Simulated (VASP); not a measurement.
Wanted: the native input for a VASP 6.6.1 run.

* Task: single point
* Functional: r2SCAN
* Potentials or basis: VASP PAW PBE potentials, release 64 (Pb_d, O)
* Cutoff: 520 eV
* k mesh: 11 × 11 × 11
* Occupations: fermi-dirac, width 0.1 eV
* Spin: no spin polarisation
* Dipole correction: no
* Further INCAR settings: ALGO = Normal; EDIFF = 1e-06; NBANDS = 17

The system is PbO (rock salt type).

```
Pb O
1.0
     0.00000    2.56099    2.56099
     2.56099    0.00000    2.56099
     2.56099    2.56099    0.00000
Pb O
1 1
Direct
  0.00000 0.00000 0.00000
  0.50000 0.50000 0.50000
```

The input as run:

POSCAR

```
PbO
1.0
    0.0000000000      2.5609903461      2.5609903461
    2.5609903461      0.0000000000      2.5609903461
    2.5609903461      2.5609903461      0.0000000000
Pb O
1 1
Direct
    0.0000000000      0.0000000000      0.0000000000
    0.5000000000      0.5000000000      0.5000000000
```

INCAR.step1

```
SYSTEM = PbO
PREC = Accurate
ENCUT = 520
ISMEAR = -1
SIGMA = 0.1
LREAL = .False.
LASPH = .True.
NELM = 100
NBANDS = 17
GGA = PE
ALGO = Normal
EDIFF = 1E-4
LWAVE = .True.
LCHARG = .False.
```

INCAR.step2

```
SYSTEM = PbO
PREC = Accurate
ENCUT = 520
EDIFF = 1E-6
ISMEAR = -1
SIGMA = 0.1
LREAL = .False.
LASPH = .True.
NELM = 100
ALGO = Normal
ISIF = 2
LWAVE = .False.
LCHARG = .True.
METAGGA = R2SCAN
LMIXTAU = .True.
LELF = .True.
LVHAR = .True.
NBANDS = 17
ISTART = 1
```

KPOINTS

```
regular mesh
0
Gamma
  11 11 11
  0 0 0
```

Potentials or basis: VASP PAW PBE potentials, release 64 (Pb_d, O).

The run is started by

```console
$ cat potpaw_PBE.64/Pb_d/POTCAR potpaw_PBE.64/O/POTCAR > POTCAR
$ cp INCAR.step1 INCAR
$ mpirun -np 1 vasp_std > vasp.out
$ cp INCAR.step2 INCAR
$ mpirun -np 1 vasp_std > vasp.out
```

It gave:

```yaml
Pressure: 6.3 GPa
Band_gap_on_the_k_mesh: 0.28 eV
```

Caveat: the cell stands under pressure; the PAW data sets were made with another functional, which shifts forces and pressure a little; spin-orbit coupling is left out, which moves the levels of the heavy elements; an odd mesh through Γ misses points on the zone boundary, where band edges can lie.

It took 57 s on 1 thread of Intel(R) Xeon(R) 6975P-C (Granite Rapids) (shared host), peak memory 0.18 GiB.
